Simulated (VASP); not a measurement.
A run of VASP 6.6.1 is set up as follows.

INCAR

```
SYSTEM = Ca3Y
PREC = Accurate
ENCUT = 520
EDIFF = 1E-7
ISMEAR = 1
SIGMA = 0.1
LREAL = .FALSE.
LASPH = .TRUE.
NELM = 60
ALGO = Normal
ISIF = 2
LWAVE = .FALSE.
LCHARG = .TRUE.
LELF = .TRUE.
LVHAR = .TRUE.
NBANDS = 28
```

File KPOINTS:

```
Automatic mesh
0
G
  6 6 6
  0 0 0
```

Contents of POSCAR:

```
Ca3Y
1.0
   -2.7413175760      2.7413175760      5.5573927996
    2.7413175760     -2.7413175760      5.5573927996
    2.7413175760      2.7413175760     -5.5573927996
Ca Y
3 1
Direct
    0.7500000000      0.2500000000      0.5000000000
    0.2500000000      0.7500000000      0.5000000000
    0.5000000000      0.5000000000      0.0000000000
    0.0000000000      0.0000000000      0.0000000000
```

Potentials or basis: VASP PAW LDA potentials, release 64 (Ca_sv, Y_sv).

Command:

```sh
$ cat potpaw_LDA.64/Ca_sv/POTCAR potpaw_LDA.64/Y_sv/POTCAR > POTCAR
$ mpirun -np 1 vasp_std > vasp.out
```

Question: Predict the band gap on the k mesh.

Answer: Zero (an odd number of electrons rules out a gap without spin polarisation).

Question: Predict the pressure.

Answer: -3.1 GPa.

Stress tensor (GPa, compression positive):
```
-2.99  0.00  0.00
 0.00 -2.99  0.00
 0.00  0.00 -3.18
```

Caveat: the cell stands under tension.
